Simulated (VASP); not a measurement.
WS2:

```
W S
1.0
     1.57900    0.91164    6.16333
    -1.57900    0.91164    6.16333
     0.00000   -1.82327    6.16333
W S
1 2
Direct
  0.00000 0.00000 0.00000
  0.58100 0.58100 0.58100
  0.75030 0.75030 0.75030
```

Base run:

```yaml
Program: VASP 6.6.1
Functional: LDA
Potentials_or_basis: VASP PAW LDA potentials, release 64 (W_sv, S)
Cutoff: 520 eV
k_mesh: 10 × 10 × 10
Occupations: fermi-dirac, width 0.05 eV
Spin: no spin polarisation
```

Its results: band gap on the k mesh 0.99 eV (least direct gap 2.23 eV); pressure -3.3 GPa; largest force 0.587 eV/Å.

The run is repeated on the same cell with these changes: functional from LDA to RPBE; potentials or basis from VASP PAW LDA potentials, release 64 (W_sv, S) to VASP PAW PBE potentials, release 64 (W_sv, S). What comes out?

Band gap on the k mesh 1.13 eV (least direct gap 2.24 eV); pressure 7.2 GPa; largest force 0.617 eV/Å.

Caveats: spin-orbit coupling is left out, which moves the levels of the heavy elements; the cell stands under tension (at least some runs); the cell stands under pressure (at least some runs); the PAW data sets were made with another functional, which shifts forces and pressure a little (at least some runs).

A k mesh can miss the band edges.
